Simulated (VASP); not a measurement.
Here is a VASP 6.6.1 calculation.

The input INCAR:

```
SYSTEM = KPrBr4
PREC = Accurate
ENCUT = 500
EDIFF = 1E-8
ISMEAR = 0
SIGMA = 0.01
LREAL = .FALSE.
LASPH = .TRUE.
NELM = 200
ALGO = Normal
ISIF = 3
LWAVE = .FALSE.
LCHARG = .TRUE.
GGA = PE
IBRION = 6
NFREE = 2
POTIM = 0.015
NSW = 1
GGA_COMPAT = .FALSE.
LMAXMIX = 6
KPAR = 4
```

File KPOINTS:

```
regular mesh
0
G
  6 6 4
  0 0 0
```

File POSCAR:

```
KPrBr4
1.0
    5.1492955084      0.0000000000      0.0000000000
    0.0000000000      5.1492955084      0.0000000000
    0.0000000000      0.0000000000      7.8887194943
K Pr Br
1 1 4
Direct
    0.5000000000      0.5000000000      0.5000000000
    0.0000000000      0.0000000000      0.0000000000
    0.5000000000      0.0000000000      0.7784038853
    0.0000000000      0.5000000000      0.2215961147
    0.5000000000      0.0000000000      0.2215961147
    0.0000000000      0.5000000000      0.7784038853
```

Potentials or basis: VASP PAW PBE potentials, release 64 (K_sv, Pr_3, Br), 4f in core.

Launch:

```sh
$ cat potpaw_PBE.64/K_sv/POTCAR potpaw_PBE.64/Pr_3/POTCAR potpaw_PBE.64/Br/POTCAR > POTCAR
$ mpirun -np 4 vasp_std > vasp.out
```

(1) Predict the Voigt bulk modulus.

(2) Estimate the highest phonon frequency at Γ, LO-TO splitting left out.

## Answers

(1) 25 GPa.

(2) 143 cm⁻¹.

Caveat: the run has no spin polarisation, though such a crystal can be magnetic.
